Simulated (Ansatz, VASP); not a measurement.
One calculation of Na2I, two programs

```
Na I
1.0
     5.66199    0.00000    0.00000
    -2.83099    4.90342    0.00000
     0.00000    0.00000    3.93476
Na I
2 1
Direct
  0.33333 0.66667 0.00000
  0.66667 0.33333 0.00000
  0.00000 0.00000 0.50000
```

Alike in both runs: functional PBE; k mesh 12 × 12 × 12; occupations gaussian, width 0.1 eV; no spin polarisation.

Ansatz relaxed the structure, and its values are those at the end. VASP's run is a single point on that final structure, the one shown.

|  | VASP | Ansatz |
| --- | --- | --- |
| version | VASP 6.6.1 | Ansatz 0.2.0 |
| potentials or method | VASP PAW PBE potentials, release 64 (Na_pv, I), cutoff 520 eV | scalar-relativistic, plane waves, PAW |
| valence electrons in the cell | 21 | 35 |

```csv
,VASP,Ansatz,Ansatz less VASP
gap on the k mesh at the Fermi level (eV),none,none,-
pressure (GPa),0.0,0.0,0.00
```

A gap of «none» marks a metal or a gap that the smearing closes. With one functional, cell and mesh, what is left measures potentials, basis and numerics. VASP's potentials hold 21 valence electrons a cell and Ansatz's 35, so a difference there can come from the potentials and not from the codes.

Spin-orbit coupling is off throughout.
